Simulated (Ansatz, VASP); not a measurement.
Mg2BeS3 in VASP and in Ansatz

```xyz
12
Lattice="5.7891 -3.3387 0.0000 5.7891 3.3387 0.0000 0.0000 0.0000 6.1731" Properties=species:S:1:pos:R:3 pbc="T T T"
Mg    7.6540    1.1512    6.1565
Mg    3.9241   -1.1512    3.0699
Mg    3.9241    1.1512    6.1565
Mg    7.6540   -1.1512    3.0699
Be    5.7891    2.2922    3.0659
Be    5.7891   -2.2922    6.1524
S     4.0530    1.2364    3.6860
S     7.5251    1.2364    3.6860
S     5.7891   -2.4596    3.9913
S     7.5251   -1.2364    0.5994
S     4.0530   -1.2364    0.5994
S     5.7891    2.4596    0.9047
```

Alike in both runs: task relaxation of cell and atoms; functional PBE; k mesh 4 × 4 × 4; occupations gaussian, width 0.02 eV; no spin polarisation.

|  | VASP | Ansatz |
| --- | --- | --- |
| version | VASP 6.6.1 | Ansatz 0.2.0 |
| potentials or method | VASP PAW PBE potentials, release 64 (Mg, Be, S), cutoff 600 eV | scalar-relativistic, plane waves, PAW |
| valence electrons in the cell | 48 | 80 |

```csv
,VASP,Ansatz,Ansatz less VASP
"gap on the k mesh at the Fermi level, each at its own relaxed structure (eV)",3.75,3.74,-0.006
relaxed volume (Å³/atom),19.80,19.83,+0.029
relaxed length of the cell vector where the two differ most in proportion (Å),6.689,6.694,+0.0052
```

VASP's potentials hold 48 valence electrons a cell and Ansatz's 80, so a difference there can come from the potentials and not from the codes.
